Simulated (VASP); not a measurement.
Input of a VASP 6.6.1 run:

The input INCAR:

```
  ALGO = Normal
  EDIFF = 1E-6
  ENCUT = 520
  GGA = PS
  ISIF = 2
  ISMEAR = 0
  LASPH = True
  LCHARG = False
  LREAL = False
  LWAVE = False
  NBANDS = 29
  NELM = 100
  PREC = Accurate
  SIGMA = 0.1
```

The input KPOINTS:

```
k-points
0
Gamma
  4 4 4
```

File POSCAR:

```
HfSi7
1.0
    5.7334857981      0.0000000000      0.0000000000
    0.0000000000      5.7334857981      0.0000000000
    0.0000000000      0.0000000000      5.7334857981
Hf Si
1 7
Direct
    0.0000000000      0.0000000000      0.0000000000
    0.2526152100      0.2526152100      0.2526152100
    0.0000000000      0.5000000000      0.5000000000
    0.5000000000      0.5000000000      0.0000000000
    0.5000000000      0.0000000000      0.5000000000
    0.7473847900      0.2526152100      0.7473847900
    0.7473847900      0.7473847900      0.2526152100
    0.2526152100      0.7473847900      0.7473847900
```

Potentials or basis: VASP PAW PBE potentials, release 64 (Hf_pv, Si).

Command:

```sh
$ cat potpaw_PBE.64/Hf_pv/POTCAR potpaw_PBE.64/Si/POTCAR > POTCAR
$ mpirun -np 1 vasp_std > vasp.out
```

Task: Predict the pressure.

Result: -3.4 GPa.

Task: Estimate the band gap on the k mesh.

Result: Zero (bands 19 and 20 overlap by 0.05 eV).

Task: Estimate the largest force.

Result: 1.712 eV/Å.

Forces on the atoms (eV/Å):
```
Hf   0.000  0.000  0.000
Si   0.988  0.988  0.988
Si   0.000  0.000  0.000
Si   0.000  0.000  0.000
Si   0.000  0.000  0.000
Si  -0.988  0.988 -0.988
Si  -0.988 -0.988  0.988
Si   0.988 -0.988 -0.988
```

Caveat: the cell stands under tension; the PAW data sets were made with another functional, which shifts forces and pressure a little; spin-orbit coupling is left out, which moves the levels of the heavy elements.
